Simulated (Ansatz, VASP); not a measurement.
## HgTe: VASP beside Ansatz

Contents of INCAR:

```
PREC = Accurate
ENCUT = 520
EDIFF = 1E-6
ISMEAR = 0
SIGMA = 0.15
LREAL = F
LASPH = T
NELM = 100
ALGO = Normal
ISIF = 2
LWAVE = F
LCHARG = F
GGA = PE
NBANDS = 26
```

Contents of KPOINTS:

```
Automatic mesh
0
Gamma
  10 10 8
```

Contents of POSCAR:

```
HgTe
1.0
    2.7439474164     -3.7392670244      0.0000000000
    2.7439474164      3.7392670244      0.0000000000
    0.0000000000      0.0000000000      5.8781768394
Hg Te
2 2
Direct
    0.3319444959      0.6680555041      0.7500000000
    0.6680555041      0.3319444959      0.2500000000
    0.7707545029      0.2292454971      0.7500000000
    0.2292454971      0.7707545029      0.2500000000
```

Input for Ansatz:

```yaml
crystal:
  lattice:
    - [2.7439474164, -3.7392670244, 0.0]
    - [2.7439474164, 3.7392670244, 0.0]
    - [0.0, 0.0, 5.8781768394]
  atoms:
    - { symbol: Hg, position: [0.3319444959, 0.6680555041, 0.75] }
    - { symbol: Hg, position: [0.6680555041, 0.3319444959, 0.25] }
    - { symbol: Te, position: [0.7707545029, 0.2292454971, 0.75] }
    - { symbol: Te, position: [0.2292454971, 0.7707545029, 0.25] }
basis:
  ecutwfc: 420
kpoints:
  mp_grid: { grid: [10, 10, 8] }
hamiltonian:
  xc: pbe
scf:
  occupations: { method: gaussian, width: 0.15 }
output:
  forces: true
  stress: true
  eigenvalues: true
```

Change from the starting cell: strain -0.0750 x Voigt [1, -1, 0, 0, 0, 0], atoms carried along.

Alike in both runs: task single point; functional PBE; k mesh 10 × 10 × 8; occupations gaussian, width 0.15 eV; no spin polarisation.

|  | VASP | Ansatz |
| --- | --- | --- |
| version | VASP 6.6.1 | Ansatz 0.2.0 |
| potentials or method | VASP PAW PBE potentials, release 64 (Hg, Te), cutoff 520 eV | scalar-relativistic, plane waves, PAW |
| valence electrons in the cell | 36 | 72 |

|  | VASP | Ansatz | Ansatz less VASP |
| --- | --- | --- | --- |
| gap on the k mesh at the Fermi level (eV) | none | none | - |
| pressure (GPa) | 3.5 | 3.4 | -0.14 |
| traceless stress, the component that is largest in VASP (GPa) | 6.00 | 5.86 | -0.137 |
| rms of the force components (eV/Å) | 0.185 | 0.182 | -0.0030 |

Atom by atom the forces differ by 0.004 eV/Å (rms over components). A gap of «none» marks a metal or a gap that the smearing closes. VASP's potentials hold 36 valence electrons a cell and Ansatz's 72, so a difference there can come from the potentials and not from the codes.

Neither program's run includes spin-orbit coupling.
